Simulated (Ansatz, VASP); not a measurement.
# Two plane-wave programs on LiBr

File INCAR:

```
SYSTEM = LiBr
ALGO = Normal
EDIFF = 1E-7
EDIFFG = -0.001
ENCUT = 750
GGA = PS
GGA_COMPAT = .FALSE.
IBRION = 2
ISIF = 3
ISMEAR = 0
LASPH = .TRUE.
LCHARG = .FALSE.
LREAL = .FALSE.
LWAVE = .FALSE.
NELM = 120
NELMIN = 4
NSW = 80
PREC = Accurate
SIGMA = 0.01
```

Contents of KPOINTS:

```
k-points
0
G
  8 8 8
  0 0 0
```

File POSCAR:

```
LiBr
1.0
    0.0000000000      2.7061396205      2.7061396205
    2.7061396205      0.0000000000      2.7061396205
    2.7061396205      2.7061396205      0.0000000000
Li Br
1 1
Direct
    0.0000000000      0.0000000000      0.0000000000
    0.5000000000      0.5000000000      0.5000000000
```

Input for Ansatz:

```yaml
crystal:
  lattice:
    - [0.0, 2.7061396205, 2.7061396205]
    - [2.7061396205, 0.0, 2.7061396205]
    - [2.7061396205, 2.7061396205, 0.0]
  atoms:
    - { symbol: Li, position: [0.0, 0.0, 0.0] }
    - { symbol: Br, position: [0.5, 0.5, 0.5] }
basis:
  ecutwfc: 420
kpoints:
  mp_grid: { grid: [8, 8, 8] }
hamiltonian:
  xc: pbesol
scf:
  occupations: { method: fixed }
output:
  forces: true
  stress: true
  eigenvalues: true
relax:
  adjacent_minimum: "off"
  f_tol: 0.001
  max_steps: 60
  cell: { stress_tol: 0.01 }
```

Alike in both runs: task relaxation of cell and atoms; functional PBEsol; k mesh 8 × 8 × 8; no spin polarisation.

|  | VASP | Ansatz |
| --- | --- | --- |
| version | VASP 6.6.1 | Ansatz 0.2.0 |
| potentials or method | VASP PAW PBE potentials, release 64 (Li_sv, Br), cutoff 750 eV | scalar-relativistic, plane waves, PAW |
| occupations | gaussian, width 0.01 eV | fixed |
| valence electrons in the cell | 10 | 10 |

|  | VASP | Ansatz | Ansatz less VASP |
| --- | --- | --- | --- |
| gap on the k mesh at the Fermi level, each at its own relaxed structure (eV) | 4.99 | 4.99 | -0.006 |
| relaxed volume (Å³/atom) | 19.78 | 19.80 | +0.020 |
| relaxed cell length with the largest relative difference (Å) | 3.825 | 3.826 | +0.0013 |

VASP's potentials were made for PBE, not for PBEsol.
